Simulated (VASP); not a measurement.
# CoGe3Pd (Pm-3m) in VASP: further runs

CoGe3Pd is run at these levels: PBE; tasks: single point, relaxation of cell and atoms.

All numbers are computed with VASP 6.6.1; they aren't measurements. Logs are shortened: lines on timing, memory, paths and dates and some standing lists are left out, and cuts for length are marked.

**1. The cell of the first run**

It takes space group Pm-3m (No. 221, cubic). The conventional cell has a = 4.233 Å, b = 4.233 Å, c = 4.233 Å, α = 90.00°, β = 90.00°, γ = 90.00°. Within 3.9 Å of Co (site symmetry m-3m) lie 12 Ge at 2.99 Å and 8 Pd at 3.67 Å. Ge (site symmetry 4/mmm) has 2 Pd at 2.12 Å within 2.8 Å. Within 2.8 Å of Pd (site symmetry m-3m) lie 6 Ge at 2.12 Å.

The cell was generated, and may not be a known phase.

**2. Single point, PBE, collinear spin, ferromagnetic start**

Input file INCAR:

```
PREC = Accurate
ENCUT = 520
EDIFF = 1E-7
ISMEAR = 0
SIGMA = 0.1
LREAL = False
LASPH = True
NELM = 150
ALGO = Normal
ISIF = 2
LWAVE = False
LCHARG = False
ISPIN = 2
MAGMOM = 3 0 0 0 0
LORBIT = 11
LMAXMIX = 4
GGA = PE
NBANDS = 42
```

Input file KPOINTS:

```
Automatic mesh
0
Gamma
  4 4 4
```

Input file POSCAR:

```
CoGe3Pd
1.0
    4.2325651500      0.0000000000      0.0000000000
    0.0000000000      4.2325651500      0.0000000000
    0.0000000000      0.0000000000      4.2325651500
Co Ge Pd
1 3 1
Direct
    0.0000000000      0.0000000000      0.0000000000
    0.0000000000      0.5000000000      0.5000000000
    0.5000000000      0.0000000000      0.5000000000
    0.5000000000      0.5000000000      0.0000000000
    0.5000000000      0.5000000000      0.5000000000
```

Potentials or basis: VASP PAW PBE potentials, release 64 (Co, Ge_d, Pd).

Command:

```
$ cat potpaw_PBE.64/Co/POTCAR potpaw_PBE.64/Ge_d/POTCAR potpaw_PBE.64/Pd/POTCAR > POTCAR
$ mpirun -np 1 vasp_std > vasp.out
```

OUTCAR:

```text
PREC = Accurate
   ENCUT = 520
   EDIFF = 1E-7
   ISMEAR = 0
   LREAL = False
   LASPH = True
   NELM = 150
   ISIF = 2
   ISPIN = 2
   LORBIT = 11
   GGA = PE

 ion  position               nearest neighbor table
   1  0.000  0.000  0.000-   2 2.99   3 2.99   4 2.99   2 2.99   3 2.99   2 2.99   4 2.99   2 2.99
                             3 2.99   4 2.99   3 2.99   4 2.99
   2  0.000  0.500  0.500-   5 2.12   5 2.12   1 2.99   1 2.99   1 2.99   1 2.99
   3  0.500  0.000  0.500-   5 2.12   5 2.12   1 2.99   1 2.99   1 2.99   1 2.99
   4  0.500  0.500  0.000-   5 2.12   5 2.12   1 2.99   1 2.99   1 2.99   1 2.99
   5  0.500  0.500  0.500-   2 2.12   3 2.12   4 2.12   4 2.12   3 2.12   2 2.12

  LATTYP: Found a simple cubic cell.
 ALAT       =     4.2325651500

  Lattice vectors:

 A1 = (   4.2325651500,   0.0000000000,   0.0000000000)
 A2 = (   0.0000000000,   4.2325651500,   0.0000000000)
 A3 = (   0.0000000000,   0.0000000000,   4.2325651500)

Analysis of symmetry for initial positions (statically):
=====================================================================
 Subroutine PRICEL returns:
 Original cell was already a primitive cell.

 Routine SETGRP: Setting up the symmetry group for a
 simple cubic supercell.

 Subroutine GETGRP returns: Found 48 space group operations
 (whereof 48 operations were pure point group operations)
 out of a pool of 48 trial point group operations.

The static configuration has the point symmetry O_h .

Analysis of symmetry for dynamics (positions and initial velocities):
=====================================================================
 Subroutine PRICEL returns:
 Original cell was already a primitive cell.

 Routine SETGRP: Setting up the symmetry group for a
 simple cubic supercell.

 Subroutine GETGRP returns: Found 48 space group operations
 (whereof 48 operations were pure point group operations)
 out of a pool of 48 trial point group operations.

The dynamic configuration has the point symmetry O_h .

Analysis of structural, dynamic, and magnetic symmetry:
=====================================================================
 Subroutine PRICEL returns:
 Original cell was already a primitive cell.

 Routine SETGRP: Setting up the symmetry group for a
 simple cubic supercell.

 Subroutine GETGRP returns: Found 48 space group operations
 (whereof 48 operations were pure point group operations)
 out of a pool of 48 trial point group operations.

The overall configuration has the point symmetry O_h .

 Subroutine INISYM returns: Found 48 space group operations
 (whereof 48 operations are pure point group operations),
 and found     1 'primitive' translations

----------------------------------------------------------------------------------------

                                     Primitive cell

  volume of cell :      75.8247

  direct lattice vectors                    reciprocal lattice vectors
     4.232565150  0.000000000  0.000000000     0.236263345  0.000000000  0.000000000
     0.000000000  4.232565150  0.000000000     0.000000000  0.236263345  0.000000000
     0.000000000  0.000000000  4.232565150     0.000000000  0.000000000  0.236263345

  length of vectors
     4.232565150  4.232565150  4.232565150     0.236263345  0.236263345  0.236263345

  position of ions in fractional coordinates (direct lattice)
     0.000000000  0.000000000  0.000000000
     0.000000000  0.500000000  0.500000000
     0.500000000  0.000000000  0.500000000
     0.500000000  0.500000000  0.000000000
     0.500000000  0.500000000  0.500000000

  ion indices of the primitive-cell ions
   primitive index   ion index
                 1           1
                 2           2
                 3           3
                 4           4
                 5           5

----------------------------------------------------------------------------------------

 KPOINTS: Automatic mesh

Automatic generation of k-mesh.
 Grid dimensions read from file:
 generate k-points for:    4    4    4

 Generating k-lattice:

  Cartesian coordinates                     Fractional coordinates (reciprocal lattice)
     0.059065836  0.000000000  0.000000000     0.250000000  0.000000000  0.000000000
     0.000000000  0.059065836  0.000000000     0.000000000  0.250000000  0.000000000
     0.000000000  0.000000000  0.059065836     0.000000000  0.000000000  0.250000000

  Length of vectors
     0.059065836  0.059065836  0.059065836

  Shift w.r.t. Gamma in fractional coordinates (k-lattice)
     0.000000000  0.000000000  0.000000000

 Subroutine IBZKPT returns following result:
 ===========================================

 Found     10 irreducible k-points:

 Following reciprocal coordinates:
            Coordinates               Weight
  0.000000  0.000000  0.000000      1.000000
  0.250000  0.000000  0.000000      6.000000
  0.500000  0.000000  0.000000      3.000000
  0.250000  0.250000  0.000000     12.000000
  0.500000  0.250000  0.000000     12.000000
  0.500000  0.500000  0.000000      3.000000
  0.250000  0.250000  0.250000      8.000000
  0.500000  0.250000  0.250000     12.000000
  0.500000  0.500000  0.250000      6.000000
  0.500000  0.500000  0.500000      1.000000
   k-points           NKPTS =     10   k-points in BZ     NKDIM =     10   number of bands    NBANDS=     42
   number of dos      NEDOS =    301   number of ions     NIONS =      5
   total plane-waves  NPLWV =  32768
   dimension x,y,z NGX =    32 NGY =   32 NGZ =   32
   dimension x,y,z NGXF=    64 NGYF=   64 NGZF=   64
   ions per type =               1   3   1
   NGX,Y,Z   is equivalent  to a cutoff of  12.57, 12.57, 12.57 a.u.
   NGXF,Y,Z  is equivalent  to a cutoff of  25.14, 25.14, 25.14 a.u.
 SYSTEM =  unknown system
   PREC   = accura    normal or accurate (medium, high low for compatibility)
   ISTART =      0    job   : 0-new  1-cont  2-samecut
   ICHARG =      2    charge: 1-file 2-atom 10-const
   ISPIN  =      2    spin polarized calculation?
   LNONCOLLINEAR =      F non collinear calculations
   LSORBIT =      F    spin-orbit coupling
   LASPH  =      T    aspherical Exc in radial PAW
   ENCUT  =  520.0 eV  38.22 Ry    6.18 a.u.   7.87  7.87  7.87*2*pi/ulx,y,z
   NELM   =    150;   NELMIN=  2; NELMDL= -5     # of ELM steps
   EDIFF  = 0.1E-06   stopping-criterion for ELM
   LREAL  =      F    real-space projection
   EDIFFG = 0.1E-05   stopping-criterion for IOM
   NSW    =      0    number of steps for IOM
   IBRION =     -1    ionic relax: 0-MD 1-quasi-New 2-CG
   NFREE  =      0    steps in history (QN), initial steepest desc. (CG)
   ISIF   =      2    stress and relaxation
   ISYM   =      2    0-nonsym 1-usesym 2-fastsym
   POTIM  = 0.5000    time-step for ionic-motion
   TEBEG  =    0.0;   TEEND  =   0.0 temperature during run
   PSTRESS=    0.0 pullay stress
   NELECT =      61.0000    total number of electrons
   NUPDOWN=      -1.0000    fix difference up-down
   EMIN   =  10.00;   EMAX   =-10.00  energy-range for DOS
   EFERMI =   0.00;   METHOD = LEGACY
   ISMEAR =     0;   SIGMA  =   0.10  broadening in eV -4-tet -1-fermi 0-gaus
   EFERMI_NEDOS =   21; number of points for ismear=-14 and -15
   IALGO  =     38    algorithm
   IMIX   =      4    mixing-type and parameters
     AMIX     =   0.40;   BMIX     =  1.00
     AMIX_MAG =   1.60;   BMIX_MAG =  1.00
  volume/ion in A,a.u.               =      15.16       102.34
  Fermi-wavevector in a.u.,A,eV,Ry     =   1.522584  2.877266 31.541850  2.318261
  Thomas-Fermi vector in A             =   2.631143
   LORBIT       =     11    0 simple, 1 ext, 2 COOP (PROOUT), +10 PAW based schemes
   GGA     = PE    functional components
   LHFCALC =     F    Hartree Fock is set to
   AEXX    =    0.0000 exact exchange contribution
   IVDW    =     0    specifies the selected vdW correction
   LEPSILON=     F    determine dielectric tensor
   LRPA    =     F    only Hartree local field effects (RPA)
 spin polarized calculation
 Gauss-broadening in eV      SIGMA  =   0.10
  energy-cutoff  :      520.00
  volume of cell :       75.82
 maximum number of plane-waves:      2064
 NGX is ok and might be reduce to    32
   NGX = 15   NGY = 15   NGZ = 15

 number of electron      61.0000005 magnetization       1.0991306

 Free energy of the ion-electron system (eV)
  ---------------------------------------------------
  ext. energy  EPLUGINS =         0.00000000
  ---------------------------------------------------
  free energy    TOTEN  =       -16.76596902 eV

  energy without entropy =      -16.74426898  energy(sigma->0) =      -16.75511900

 E-fermi :   9.3716     XC(G=0): -12.1879

 val. band max:        9.3398973447   @ k =   0.0000   0.0000   0.0000
 cond. band min:       9.3731916970   @ k =   0.0000   0.0000   0.0000
 fundamental gap:      0.0332943524
 Fermi energy:         9.3715942889

 spin component 1

 k-point     1 :       0.0000    0.0000    0.0000
  band No.  band energies     occupation
      1     -16.2644      1.00000
      2     -16.2644      1.00000
      3     -16.2490      1.00000
      4     -16.1829      1.00000
      5     -16.1829      1.00000
      6     -16.1829      1.00000
[... 34 lines left out ...]
     41      18.8109      0.00000
     42      18.8109      0.00000

 k-point     2 :       0.2500    0.0000    0.0000
  band No.  band energies     occupation
      1     -16.2640      1.00000
      2     -16.2543      1.00000
      3     -16.1969      1.00000
      4     -16.1810      1.00000
      5     -16.1513      1.00000
      6     -16.1513      1.00000
[... 349 lines left out ...]
     41      19.3741      0.00000
     42      20.0991      0.00000

 k-point    10 :       0.5000    0.5000    0.5000
  band No.  band energies     occupation
      1     -16.1391      1.00000
      2     -16.1391      1.00000
      3     -16.1391      1.00000
      4     -16.0816      1.00000
      5     -16.0816      1.00000
      6     -16.0816      1.00000
[... 34 lines left out ...]
     41      20.0808      0.00000
     42      20.6222      0.00000
 Fermi energy:         9.3715942889

 spin component 2

 k-point     1 :       0.0000    0.0000    0.0000
  band No.  band energies     occupation
      1     -16.2578      1.00000
      2     -16.2578      1.00000
      3     -16.2426      1.00000
      4     -16.1791      1.00000
      5     -16.1791      1.00000
      6     -16.1791      1.00000
[... 34 lines left out ...]
     41      18.9018      0.00000
     42      18.9018      0.00000

 k-point     2 :       0.2500    0.0000    0.0000
  band No.  band energies     occupation
      1     -16.2574      1.00000
      2     -16.2478      1.00000
      3     -16.1907      1.00000
      4     -16.1772      1.00000
      5     -16.1475      1.00000
      6     -16.1475      1.00000
[... 349 lines left out ...]
     41      19.3683      0.00000
     42      20.1980      0.00000

 k-point    10 :       0.5000    0.5000    0.5000
  band No.  band energies     occupation
      1     -16.1332      1.00000
      2     -16.1332      1.00000
      3     -16.1332      1.00000
      4     -16.0780      1.00000
      5     -16.0780      1.00000
      6     -16.0780      1.00000
[... 34 lines left out ...]
     41      20.0915      0.00000
     42      20.5867      0.00000

------------------------ aborting loop because EDIFF is reached ----------------------------------------

  FORCE on cell =-STRESS in cart. coord.  units (eV):
  Direction    XX          YY          ZZ          XY          YZ          ZX
  --------------------------------------------------------------------------------------
  -------------------------------------------------------------------------------------
  Total       29.0087165     29.0087165     29.0087165     -0.0000000     -0.0000000     -0.0000000
  in kB      612.9543628    612.9543628    612.9543628     -0.0000000     -0.0000000     -0.0000000
  external PRESSURE =     612.9543628 kB  Pullay stress =       0.0000000 kB

 VOLUME and BASIS-vectors are now :
 -----------------------------------------------------------------------------
  energy-cutoff  :      520.00
  volume of cell :       75.82
      direct lattice vectors                 reciprocal lattice vectors
     4.232565150  0.000000000  0.000000000     0.236263345  0.000000000  0.000000000
     0.000000000  4.232565150  0.000000000     0.000000000  0.236263345  0.000000000
     0.000000000  0.000000000  4.232565150     0.000000000  0.000000000  0.236263345

 POSITION                                       TOTAL-FORCE (eV/Angst)
 -----------------------------------------------------------------------------------
      0.00000      0.00000      0.00000         0.000000      0.000000      0.000000
      0.00000      2.11628      2.11628         0.000000      0.000000      0.000000
      2.11628      0.00000      2.11628         0.000000      0.000000      0.000000
      2.11628      2.11628      0.00000         0.000000      0.000000      0.000000
      2.11628      2.11628      2.11628         0.000000      0.000000      0.000000
 -----------------------------------------------------------------------------------
    total drift:                                0.000000     -0.000000     -0.000000

  FREE ENERGIE OF THE ION-ELECTRON SYSTEM (eV)
  ---------------------------------------------------
  free  energy   TOTEN  =       -16.7659690232 eV

  energy  without entropy=      -16.7442689791  energy(sigma->0) =      -16.75511900

 total charge

# of ion       s       p       d       tot
------------------------------------------
    1        0.392   0.163   7.356   7.912
    2        1.249   1.199  10.134  12.582
    3        1.249   1.199  10.134  12.582
    4        1.249   1.199  10.134  12.582
    5        0.837   1.416   9.169  11.422
--------------------------------------------------
tot          4.975   5.178  46.926  57.079

 magnetization (x)

# of ion       s       p       d       tot
------------------------------------------
    1        0.015   0.013   1.046   1.073
    2        0.013  -0.009   0.001   0.004
    3        0.013  -0.009   0.001   0.004
    4        0.013  -0.009   0.001   0.004
    5        0.010   0.015   0.016   0.041
--------------------------------------------------
tot          0.063   0.000   1.064   1.127
```

It took 36 s on 1 thread of Intel Xeon 6975P-C (Granite Rapids), shared host; peak memory 0.22 GiB.

What came out:

| Item | Value |
| --- | --- |
| Free energy | -16.7660 eV |
| Pressure | 61.3 GPa |
| Net moment | 1.10 μB per cell |
| Site moments | Co +1.07; Ge +0.00; Pd +0.04 μB |
| Valence electrons inside the program's atomic spheres | Co 7.91; Ge 12.58; Pd 11.42 |

Caveat: the k points lie up to 0.37 Å⁻¹ apart.

(Part 1 of 2 ends here.)
